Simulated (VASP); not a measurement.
MnO, 4 atoms in the cell. The structure is trigonal, space group R-3m (No. 166). The conventional cell has a = 3.170 Å, b = 3.170 Å, c = 7.589 Å, α = 90.00°, β = 90.00°, γ = 120.00°. Within 2.9 Å of Mn (site symmetry -3m) lie 6 O at 2.22 Å. O (site symmetry -3m) has 6 Mn at 2.22 Å within 2.9 Å. 

* Program: VASP 6.6.1
* Task: single point
* Functional: PBE
* Potentials or basis: VASP PAW PBE potentials, release 64 (Mn_sv, O)
* Cutoff: 700 eV
* k mesh: 8 × 8 × 8
* Occupations: gaussian, width 0.05 eV
* Spin: collinear spin, antiferromagnetic start
* Starting moments: [4.66, -4.66, 0.0, 0.0] μB
* Hubbard terms: Mn d U = 3.9 eV
* Dipole correction: no
* Further INCAR settings: ALGO = Normal; EDIFF = 1e-06; NBANDS = 33

Potentials or basis: VASP PAW PBE potentials, release 64 (Mn_sv, O).

Run with:

```sh
$ cat potpaw_PBE.64/Mn_sv/POTCAR potpaw_PBE.64/O/POTCAR > POTCAR
$ mpirun -np 1 vasp_std > vasp.out
```

Hardware: 1 thread of AMD EPYC 7R13 Processor (Zen 3), on a shared host.

Task: How long does it take, and how much memory?

Result: It took 13 min on 1 thread of AMD EPYC 7R13 Processor (Zen 3), on a shared host, peak memory 0.5 GiB. Counts: scf iterations 15, k points 65.
